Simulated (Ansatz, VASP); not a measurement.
**One calculation of SiC, two programs**

```
CELL_PARAMETERS angstrom
0.00000 2.18986 2.18986
2.18986 0.00000 2.18986
2.18986 2.18986 0.00000
ATOMIC_POSITIONS crystal
Si 0.75000 0.75000 0.75000
C 0.00000 0.00000 0.00000
```

Alike in both runs: task single point; functional PBE; k mesh 10 × 10 × 10; occupations gaussian, width 0.01 eV; no spin polarisation.

|  | VASP | Ansatz |
| --- | --- | --- |
| version | VASP 6.6.1 | Ansatz 0.2.0 |
| potentials or method | VASP PAW PBE potentials, release 64 (Si, C), cutoff 520 eV | scalar-relativistic, plane waves, PAW |
| valence electrons in the cell | 8 | 8 |

|  | VASP | Ansatz | Ansatz less VASP |
| --- | --- | --- | --- |
| gap on the k mesh at the Fermi level (eV) | 1.37 | 1.37 | +0.002 |
| least direct gap on the mesh (eV) | 4.53 | 4.53 | +0.003 |
| pressure (GPa) | 0.0 | 0.0 | +0.05 |
